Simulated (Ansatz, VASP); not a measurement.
One calculation of KC, two programs

```
CELL_PARAMETERS angstrom
4.39647 -3.02983 -0.01677
4.39647 3.02983 -0.01677
-2.60049 0.00000 4.03373
ATOMIC_POSITIONS crystal
K 0.25124 0.25124 0.25106
K 0.74876 0.74876 0.74894
C 0.89555 0.10445 0.50000
C 0.10445 0.89555 0.50000
```

Change from the starting cell: the structure that the rattled cell fell into.

Alike in both runs: functional PBE; k mesh 6 × 6 × 6; occupations gaussian, width 0.02 eV; no spin polarisation.

Ansatz relaxed the structure, and its values are those at the end. VASP's run is a single point on that final structure, the one shown.

|  | VASP | Ansatz |
| --- | --- | --- |
| version | VASP 6.6.1 | Ansatz 0.2.0 |
| potentials or method | VASP PAW PBE potentials, release 64 (K_sv, C), cutoff 520 eV | scalar-relativistic, plane waves, PAW |
| valence electrons in the cell | 26 | 26 |

VASP gave:

- gap on the k mesh at the Fermi level (eV): 3.29
- least direct gap on the mesh (eV): 3.29
- pressure (GPa): 0.1
- rms of the force components (eV/Å): 0.044

Question: Estimate Ansatz's values.

Answer: gap on the k mesh at the Fermi level (eV): 3.29; least direct gap on the mesh (eV): 3.30; pressure (GPa): 0.0; rms of the force components (eV/Å): 0.000.
